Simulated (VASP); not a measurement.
Runs of VASP 6.6.1 on K2S. Symmetry: Fm-3m, No. 225, cubic system. The conventional cell has a = 7.391 Å, b = 7.391 Å, c = 7.391 Å, α = 90.00°, β = 90.00°, γ = 90.00°. K (site symmetry -43m) has 4 S at 3.20 Å and 6 K at 3.70 Å within 4.2 Å. Within 4.2 Å of S (site symmetry m-3m) lie 8 K at 3.20 Å. 

```tsv
level	k mesh	cutoff (eV)	grid for exact exchange (PRECFOCK)	share of exact exchange	screening parameter	gap on the mesh (eV)	pressure (GPa)
PBE-based global hybrid with 40 % exact exchange	4 × 4 × 4	400	Normal	0.4	-	5.06	0.1
PBE	6 × 6 × 6	500	-	-	-	2.39	0.6
PBE-based screened hybrid with 40 % exact exchange	4 × 4 × 4	400	Normal	0.4	0.20787 1/Å	3.91	0.1
PBE	4 × 4 × 4	500	-	-	-	2.39	0.6
PBE-based screened hybrid with 35 % exact exchange	4 × 4 × 4	400	Normal	0.35	0.5 1/Å	3.00	(a)
```

Alike in all rows: task single point; potentials or basis VASP PAW PBE potentials, release 64 (K_sv, S); no spin polarisation; cell as given; smearing gaussian 0.05 eV.

Fill in the values left out.

(a) 0.3.

Caveats: the PAW data sets were made with another functional, which shifts forces and pressure a little (at least some runs).

A k mesh can miss the band edges.
